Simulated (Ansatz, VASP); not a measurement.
## In3GaAs4 in VASP and in Ansatz

```
CELL_PARAMETERS angstrom
6.06919 0.00000 0.00000
0.00000 6.06919 0.00000
0.00000 0.00000 6.06919
ATOMIC_POSITIONS crystal
In 0.50000 0.00000 0.00000
In 0.00000 0.00000 0.50000
In 0.00000 0.50000 0.00000
Ga 0.50000 0.50000 0.50000
As 0.25993 0.74007 0.25993
As 0.25993 0.25993 0.74007
As 0.74007 0.74007 0.74007
As 0.74007 0.25993 0.25993
```

Alike in both runs: task relaxation of cell and atoms; functional PBE; k mesh 6 × 6 × 6; occupations gaussian, width 0.1 eV; no spin polarisation.

|  | VASP | Ansatz |
| --- | --- | --- |
| version | VASP 6.6.1 | Ansatz 0.2.0 |
| potentials or method | VASP PAW PBE potentials, release 64 (In_d, Ga_d, As), cutoff 600 eV | scalar-relativistic, plane waves, PAW |
| valence electrons in the cell | 72 | 112 |

```csv
,VASP,Ansatz,Ansatz less VASP
"gap on the k mesh at the Fermi level, each at its own relaxed structure (eV)",none,none,-
relaxed volume (Å³/atom),28.10,28.06,-0.040
relaxed length of the cell vector where the two differ most in proportion (Å),6.080,6.077,-0.0029
```

A gap of «none» marks a metal or a gap that the smearing closes. VASP's potentials hold 72 valence electrons a cell and Ansatz's 112, so a difference there can come from the potentials and not from the codes.
